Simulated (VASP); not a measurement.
# C8Cl in VASP: relaxation of the atoms with PBE+D3(BJ)

Aim: the relaxation of the atoms of C8Cl with PBE+D3(BJ).

All numbers are computed with VASP 6.6.1; they aren't measurements. Logs are shortened: lines on timing, memory, paths and dates and some standing lists are left out, and cuts for length are marked.

### 1 The cell of the first run

The cell holds a slab with vacuum, 9 atoms: a = 4.931 Å, b = 4.931 Å, c = 15.500 Å, α = 90.00°, β = 90.00°, γ = 120.00°.

### 2 Relaxation of the atoms, PBE+D3(BJ), collinear spin

INCAR reads:

```
SYSTEM = C8Cl
PREC = Accurate
ENCUT = 520
EDIFF = 1E-7
ISMEAR = 0
SIGMA = 0.1
LREAL = .False.
LASPH = .True.
NELM = 150
ALGO = Normal
ISIF = 2
LWAVE = .False.
LCHARG = .False.
ISPIN = 2
MAGMOM = 0 0 0 0 0 0 0 0 1
LORBIT = 11
LDIPOL = .True.
IDIPOL = 3
DIPOL = 0.5 0.5 0.271
GGA = PE
IVDW = 12
IBRION = 2
NSW = 36
EDIFFG = -0.025
KPAR = 4
```

KPOINTS reads:

```
Automatic mesh
0
Gamma
  6 6 1
  0 0 0
```

POSCAR reads:

```
C8Cl
1.0
    4.9313048858      0.0000000001      0.0000000000
   -2.4656524429      4.2706353049      0.0000000000
    0.0000000000      0.0000000000     15.5000331949
C Cl
8 1
Selective dynamics
Direct
    0.3333333333      0.1666666667      0.2580661051  F F F
    0.3333333333      0.6666666667      0.2580661051  F F F
    0.8333333333      0.1666666667      0.2580661051  F F F
    0.8333333333      0.6666666667      0.2580661051  F F F
    0.1666666667      0.3333333333      0.2580639635  F F F
    0.1666666667      0.8333333333      0.2580639635  F F F
    0.6666666667      0.3333333333      0.2580639635  F F F
    0.6666666667      0.8333333333      0.2580639635  F F F
    0.3333333333      0.1666666667      0.3729045688  F F T
```

Potentials or basis: VASP PAW PBE potentials, release 64 (C, Cl).

On the command line:

```sh
> cat potpaw_PBE.64/C/POTCAR potpaw_PBE.64/Cl/POTCAR > POTCAR
> mpirun -np 4 vasp_std > vasp.out
```

OUTCAR:

```text
SYSTEM = C8Cl
   PREC = Accurate
   ENCUT = 520
   EDIFF = 1E-7
   ISMEAR = 0
   LREAL = .False.
   LASPH = .True.
   NELM = 150
   ISIF = 2
   ISPIN = 2
   LORBIT = 11
   GGA = PE
   IVDW = 12
   IBRION = 2
   NSW = 36
   EDIFFG = -0.025
 IVDW          = 12

 ion  position               nearest neighbor table
   1  0.333  0.167  0.258-   5 1.42   6 1.42   7 1.42   9 1.78
   2  0.333  0.667  0.258-   6 1.42   5 1.42   8 1.42
   3  0.833  0.167  0.258-   7 1.42   8 1.42   5 1.42
   4  0.833  0.667  0.258-   8 1.42   7 1.42   6 1.42
   5  0.167  0.333  0.258-   1 1.42   2 1.42   3 1.42   9 2.28
   6  0.167  0.833  0.258-   2 1.42   1 1.42   4 1.42   9 2.28
   7  0.667  0.333  0.258-   3 1.42   4 1.42   1 1.42   9 2.28
   8  0.667  0.833  0.258-   4 1.42   3 1.42   2 1.42
   9  0.333  0.167  0.373-   1 1.78   5 2.28   6 2.28   7 2.28

  LATTYP: Found a hexagonal cell.
 ALAT       =     4.9313048858
 C/A-ratio  =     3.1431910121

  Lattice vectors:

 A1 = (   4.9313048858,   0.0000000001,   0.0000000000)
 A2 = (  -2.4656524429,   4.2706353049,   0.0000000000)
 A3 = (   0.0000000000,   0.0000000000,  15.5000331949)

Analysis of symmetry for initial positions (statically):
=====================================================================
 Subroutine PRICEL returns:
 Original cell was already a primitive cell.

 Routine SETGRP: Setting up the symmetry group for a
 hexagonal supercell.

 Subroutine GETGRP returns: Found  6 space group operations
 (whereof  2 operations were pure point group operations)
 out of a pool of 24 trial point group operations.

The static configuration has the point symmetry C_1h.
 The point group associated with its full space group is C_3v.

Analysis of symmetry for dynamics (positions and initial velocities):
=====================================================================
 Subroutine PRICEL returns:
 Original cell was already a primitive cell.

 Routine SETGRP: Setting up the symmetry group for a
 hexagonal supercell.

 Subroutine GETGRP returns: Found  6 space group operations
 (whereof  2 operations were pure point group operations)
 out of a pool of 24 trial point group operations.

The dynamic configuration has the point symmetry C_1h.
 The point group associated with its full space group is C_3v.

Analysis of constrained symmetry for selective dynamics:
[... 159 lines left out ...]
 maximum number of plane-waves:      8828
 NGX is ok and might be reduce to    40
   NGX = 19   NGY = 19   NGZ = 57

 dipolmoment           0.000000      0.000000     -0.006577 electrons x Angstroem

--------------------------------------- Ionic step        1  -------------------------------------------

 number of electron      38.9999995 magnetization       0.9989137

 Free energy of the ion-electron system (eV)
  ---------------------------------------------------
  ext. energy  EPLUGINS =         0.00000000
  ---------------------------------------------------
  free energy    TOTEN  =       -72.42588500 eV

  energy without entropy =      -72.42565912  energy(sigma->0) =      -72.42577206

------------------------ aborting loop because EDIFF is reached ----------------------------------------

 Edisp (eV)   -0.87833

 E8    (eV) :    -0.2801
[... 226 lines left out ...]
--------------------------------------- Ionic step        6  -------------------------------------------

 number of electron      38.9999996 magnetization       0.8888883

 dipolmoment           0.000000      0.000000      0.312401 electrons x Angstroem

 Free energy of the ion-electron system (eV)
  ---------------------------------------------------
  ext. energy  EPLUGINS =         0.00000000
  ---------------------------------------------------
  free energy    TOTEN  =       -74.54522813 eV

  energy without entropy =      -74.53828532  energy(sigma->0) =      -74.54175673

 E-fermi :  -3.5308     XC(G=0):  -3.6131

 val. band max:       -3.7483867970   @ k =   0.3333   0.3333   0.0000
 cond. band min:      -3.4729673395   @ k =   0.0000   0.0000   0.0000
 fundamental gap:      0.2754194575
 Fermi energy:        -3.5308326269

 spin component 1

 k-point     1 :       0.0000    0.0000    0.0000
  band No.  band energies     occupation
      1     -22.3765      1.00000
      2     -17.2809      1.00000
      3     -17.1077      1.00000
      4     -17.1077      1.00000
      5     -16.6346      1.00000
      6     -16.0883      1.00000
[... 185 lines left out ...]
     24       3.4330      0.00000
     25       3.5402      0.00000
 Fermi energy:        -3.5308326269

 spin component 2

 k-point     1 :       0.0000    0.0000    0.0000
  band No.  band energies     occupation
      1     -22.3408      1.00000
      2     -17.1737      1.00000
      3     -17.0822      1.00000
      4     -17.0822      1.00000
      5     -16.1089      1.00000
      6     -16.0674      1.00000
[... 185 lines left out ...]
     24       3.5306      0.00000
     25       3.6126      0.00000

------------------------ aborting loop because EDIFF is reached ----------------------------------------

 vacuum level on the upper side and lower side of the slab       (xc-potential included)         1.192        -1.367

 Edisp (eV)   -0.90182

 E8    (eV) :    -0.2829

  FORCE on cell =-STRESS in cart. coord.  units (eV):
  Direction    XX          YY          ZZ          XY          YZ          ZX
  --------------------------------------------------------------------------------------
  -------------------------------------------------------------------------------------
  Total       0.18397     0.18397    -0.02409     0.00000     0.00000     0.00000
  in kB       0.90297     0.90297    -0.11826     0.00000     0.00000     0.00000
  external pressure =        0.56 kB  Pullay stress =        0.00 kB
[... 24 lines left out ...]
  FREE ENERGIE OF THE ION-ELECTRON SYSTEM (eV)
  ---------------------------------------------------
  free  energy   TOTEN  =       -75.4470463787 eV

  energy  without entropy=      -75.4401035755  energy(sigma->0) =      -75.44357498

 reached required accuracy - stopping structural energy minimisation

 vacuum level on the upper side and lower side of the slab         3.958         1.315

 total charge

# of ion       s       p       d       tot
------------------------------------------
    1        0.868   1.770   0.000   2.638
    2        0.863   1.784   0.000   2.647
    3        0.863   1.784   0.000   2.647
    4        0.863   1.784   0.000   2.647
    5        0.865   1.778   0.000   2.643
    6        0.865   1.778   0.000   2.643
    7        0.865   1.778   0.000   2.643
    8        0.865   1.777   0.000   2.642
    9        1.617   3.362   0.000   4.979
--------------------------------------------------
tot          8.533  17.595   0.000  26.129

 magnetization (x)

# of ion       s       p       d       tot
------------------------------------------
    1        0.003   0.029   0.000   0.032
    2       -0.001  -0.008   0.000  -0.009
    3       -0.001  -0.008   0.000  -0.009
    4       -0.001  -0.008   0.000  -0.009
    5        0.002   0.025   0.000   0.027
    6        0.002   0.025   0.000   0.027
    7        0.002   0.025   0.000   0.027
    8        0.002   0.025   0.000   0.027
    9        0.011   0.500   0.000   0.511
--------------------------------------------------
tot          0.017   0.606   0.000   0.623
```

OSZICAR:

```text
N       E                     dE             d eps       ncg     rms          rms(c)
DAV:   1     0.368726092381E+03    0.36873E+03   -0.15605E+04   700   0.121E+03
DAV:   2    -0.223210823657E+02   -0.39105E+03   -0.38274E+03  1095   0.280E+02
[... 135 lines left out ...]
DAV:  11    -0.745452072908E+02   -0.29711E-04   -0.65906E-07   636   0.183E-03    0.558E-04
DAV:  12    -0.745452232090E+02   -0.15918E-04   -0.46247E-07   586   0.152E-03    0.309E-04
DAV:  13    -0.745452270027E+02   -0.37937E-05   -0.12488E-07   535   0.791E-04    0.174E-04
DAV:  14    -0.745452278506E+02   -0.84791E-06   -0.31012E-08   523   0.421E-04    0.711E-05
DAV:  15    -0.745452280741E+02   -0.22348E-06   -0.87020E-09   526   0.246E-04    0.370E-05
DAV:  16    -0.745452281279E+02   -0.53777E-07   -0.23234E-09   546   0.147E-04
   6 F= -.75447046E+02 E0= -.75443575E+02  d E =-.214283E+01  mag=     0.8889
```

CONTCAR:

```text
C8Cl
   1.00000000000000
     4.9313048858000004    0.0000000001000000    0.0000000000000000
    -2.4656524429000002    4.2706353048999999    0.0000000000000000
     0.0000000000000000    0.0000000000000000   15.5000331949000003
  C               Cl
     8     1
Selective dynamics
Direct
     0.3333333332999970    0.1666666667000030    0.2580661050999993   F   F   F
     0.3333333332999970    0.6666666667000030    0.2580661050999993   F   F   F
     0.8333333332999970    0.1666666667000030    0.2580661050999993   F   F   F
     0.8333333332999970    0.6666666667000030    0.2580661050999993   F   F   F
     0.1666666667000030    0.3333333332999970    0.2580639634999997   F   F   F
     0.1666666667000030    0.8333333332999970    0.2580639634999997   F   F   F
     0.6666666667000030    0.3333333332999970    0.2580639634999997   F   F   F
     0.6666666667000030    0.8333333332999970    0.2580639634999997   F   F   F
     0.3333333332999970    0.1666666667000030    0.4325649064798793   F   F   T

  0.00000000E+00  0.00000000E+00  0.00000000E+00
  0.00000000E+00  0.00000000E+00  0.00000000E+00
  0.00000000E+00  0.00000000E+00  0.00000000E+00
  0.00000000E+00  0.00000000E+00  0.00000000E+00
  0.00000000E+00  0.00000000E+00  0.00000000E+00
  0.00000000E+00  0.00000000E+00  0.00000000E+00
  0.00000000E+00  0.00000000E+00  0.00000000E+00
  0.00000000E+00  0.00000000E+00  0.00000000E+00
  0.00000000E+00  0.00000000E+00  0.00000000E+00
```

It took 6.2 min on 4 MPI ranks of Intel Xeon 6975P-C (Granite Rapids), shared host; peak memory 0.68 GiB.

Results:

```yaml
Free_energy: -75.4470 eV
Energy_gained_by_relaxing: 238.1 meV/atom
Ionic_steps: 6
Net_moment: 0.89 μB per cell
Site_moments: C +0.03, -0.01 (each value once); Cl +0.51 μB
Valence_electrons_inside_the_program's_atomic_spheres: C 2.64, 2.65 (each value once); Cl 4.98
Dispersion_energy_per_atom: -0.100 eV
```

The path:
```
step  energy change (eV)  largest force on free atoms (eV/Å)  pressure (GPa)
   1              0.0000                              7.0399            3.78
   2             -1.5624                              2.7269            1.61
   3             -1.9637                              1.1680            0.75
   4             -2.1407                              0.0719            0.00
   5             -2.1422                              0.0422            0.02
   6             -2.1428                              0.0054            0.06
```

Final structure:
```yaml
crystal:
  lattice:
    - [4.93130, 0.00000, 0.00000]
    - [-2.46565, 4.27064, 0.00000]
    - [0.00000, 0.00000, 15.50003]
  atoms:
    - { symbol: C, position: [0.33333, 0.16667, 0.25807] }
    - { symbol: C, position: [0.33333, 0.66667, 0.25807] }
    - { symbol: C, position: [0.83333, 0.16667, 0.25807] }
    - { symbol: C, position: [0.83333, 0.66667, 0.25807] }
    - { symbol: C, position: [0.16667, 0.33333, 0.25806] }
    - { symbol: C, position: [0.16667, 0.83333, 0.25806] }
    - { symbol: C, position: [0.66667, 0.33333, 0.25806] }
    - { symbol: C, position: [0.66667, 0.83333, 0.25806] }
    - { symbol: Cl, position: [0.33333, 0.16667, 0.43256] }
```

Levels at points of the mesh, in eV from the Fermi level:
Spin up:
```tsv
k point	band 16	band 17	band 18	band 19	band 20	band 21	band 22	band 23	band 24	band 25
(0.00, 0.00, 0.00)	-1.68	-1.68	-0.94	-0.62	-0.62	2.43	2.51	2.51	4.32	6.05
(0.50, 0.00, 0.00)	-2.42	-2.10	-1.08	-0.84	-0.57	3.50	3.56	6.30	6.32	7.88
```
Spin down:
| k point | band 16 | band 17 | band 18 | band 19 | band 20 | band 21 | band 22 | band 23 |
| --- | --- | --- | --- | --- | --- | --- | --- | --- |
| (0.00, 0.00, 0.00) | -1.60 | -1.60 | -0.36 | -0.36 | 0.06 | 2.57 | 2.57 | 2.58 |
| (0.50, 0.00, 0.00) | -2.12 | -2.02 | -0.58 | -0.31 | 0.11 | 3.62 | 3.63 | 6.32 |

Caveat: a moment this small can come from the mesh or the smearing.
